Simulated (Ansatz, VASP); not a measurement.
One calculation of B3Pd, two programs

```
B Pd
1.0
     0.00000    3.42597    3.42597
     3.42597    0.00000    3.42597
     3.42597    3.42597    0.00000
B Pd
6 2
Direct
  0.56878 0.93122 0.93122
  0.93122 0.56878 0.56878
  0.93122 0.56878 0.93122
  0.56878 0.93122 0.56878
  0.93122 0.93122 0.56878
  0.56878 0.56878 0.93122
  0.50000 0.50000 0.50000
  0.25000 0.25000 0.25000
```

Alike in both runs: functional PBE; k mesh 4 × 4 × 4; occupations gaussian, width 0.2 eV; no spin polarisation.

Ansatz relaxed the structure, and its values are those at the end. VASP's run is a single point on that final structure, the one shown.

|  | VASP | Ansatz |
| --- | --- | --- |
| version | VASP 6.6.1 | Ansatz 0.2.0 |
| potentials or method | VASP PAW PBE potentials, release 64 (B, Pd), cutoff 500 eV | scalar-relativistic, plane waves, PAW |
| valence electrons in the cell | 38 | 54 |

VASP gave:

| Property | Result |
| --- | --- |
| gap on the k mesh at the Fermi level (eV) | none |
| pressure (GPa) | -0.2 |
| rms of the force components (eV/Å) | 0.019 |

Estimate Ansatz's values.

gap on the k mesh at the Fermi level (eV): none; pressure (GPa): -0.2; rms of the force components (eV/Å): 0.010.

A gap of «none» marks a metal or a gap that the smearing closes. VASP's potentials hold 38 valence electrons a cell and Ansatz's 54, so a difference there can come from the potentials and not from the codes.

The k mesh is coarse, so the values compare programs but aren't converged.
